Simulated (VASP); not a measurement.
A run of VASP 6.6.1 is set up as follows.

The input INCAR:

```
PREC     = Accurate       # precision mode
ENCUT    = 520            # plane-wave cutoff, eV
EDIFF    = 1E-7           # SCF threshold, eV
ISMEAR   = 0              # smearing method
SIGMA    = 0.02           # smearing width, eV
LREAL    = False          # projectors in reciprocal space
LASPH    = True           # aspherical terms in the spheres
NELM     = 100            # most SCF steps
ALGO     = Normal         # electronic algorithm
ISIF     = 2              # what is computed and relaxed
LWAVE    = False          # write WAVECAR
LCHARG   = False          # write CHGCAR
GGA      = PE             # functional
IVDW     = 12             # dispersion correction
NBANDS   = 17             # bands
```

KPOINTS

```
regular mesh
0
Gamma
  12 12 12
```

Contents of POSCAR:

```
PbS
1.0
    2.0547464556      1.1863084192      3.3580070968
   -2.0547464556      1.1863084192      3.3580070968
    0.0000000000     -2.3726168385      3.3580070968
Pb S
1 1
Direct
    0.9779892341      0.9779892341      0.9779892341
    0.4776120959      0.4776120959      0.4776120959
```

Potentials or basis: VASP PAW PBE potentials, release 64 (Pb_d, S).

Command:

```sh
$ cat potpaw_PBE.64/Pb_d/POTCAR potpaw_PBE.64/S/POTCAR > POTCAR
$ mpirun -np 1 vasp_std > vasp.out
```

Q: Estimate the band gap on the k mesh.

A: 0.12 eV.

Q: Predict the pressure.

A: 4.0 GPa.

Q: What does it give for the largest force?

A: 0.004 eV/Å.

Q: What does it give for the dispersion energy per atom?

A: -0.369 eV.

Forces in eV/Å, atoms in the order of the input:
```
Pb   0.000  0.000 -0.004
S    0.000  0.000  0.004
```

Caveat: the cell stands under pressure; spin-orbit coupling is left out, which moves the levels of the heavy elements. A k mesh can miss the band edges.
